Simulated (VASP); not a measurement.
Set up this calculation in VASP 6.6.1, as the native input.

```
Task                   : single point
Functional             : PBEsol
Potentials or basis    : VASP PAW PBE potentials, release 64 (Pb_d, Te)
Cutoff                 : 520 eV
k mesh                 : 8 × 8 × 8
Occupations            : gaussian, width 0.05 eV
Spin                   : no spin polarisation
Dipole correction      : no
Further INCAR settings : ALGO = Normal; EDIFF = 1e-06; NBANDS = 17
```

The structure of TePb lies in POSCAR:

```
TePb
1.0
    0.0000000000      3.2330129704      3.2330129704
    3.2330129704      0.0000000000      3.2330129704
    3.2330129704      3.2330129704      0.0000000000
Pb Te
1 1
Direct
    0.5000000000      0.5000000000      0.5000000000
    0.0000000000      0.0000000000      0.0000000000
```

One way to write it, as run:

INCAR

```
PREC = Accurate
ENCUT = 520
EDIFF = 1E-6
ISMEAR = 0
SIGMA = 0.05
LREAL = False
LASPH = True
NELM = 60
ALGO = Normal
ISIF = 2
LWAVE = False
LCHARG = True
GGA = PS
LELF = True
LVHAR = True
NBANDS = 17
```

KPOINTS

```
regular mesh
0
Gamma
  8 8 8
```

Potentials or basis: VASP PAW PBE potentials, release 64 (Pb_d, Te).

Launch:

```console
$ cat potpaw_PBE.64/Pb_d/POTCAR potpaw_PBE.64/Te/POTCAR > POTCAR
$ mpirun -np 1 vasp_std > vasp.out
```

Results of the run:

| Quantity | Value |
| --- | --- |
| Pressure | -0.5 GPa |
| Band gap on the k mesh | 0.67 eV, direct |

Caveat: the PAW data sets were made with another functional, which shifts forces and pressure a little; spin-orbit coupling is left out, which moves the levels of the heavy elements.

Wall time 19 s on 1 thread of AMD EPYC 9R45 (Zen 5), on a shared host, peak memory 0.18 GiB.
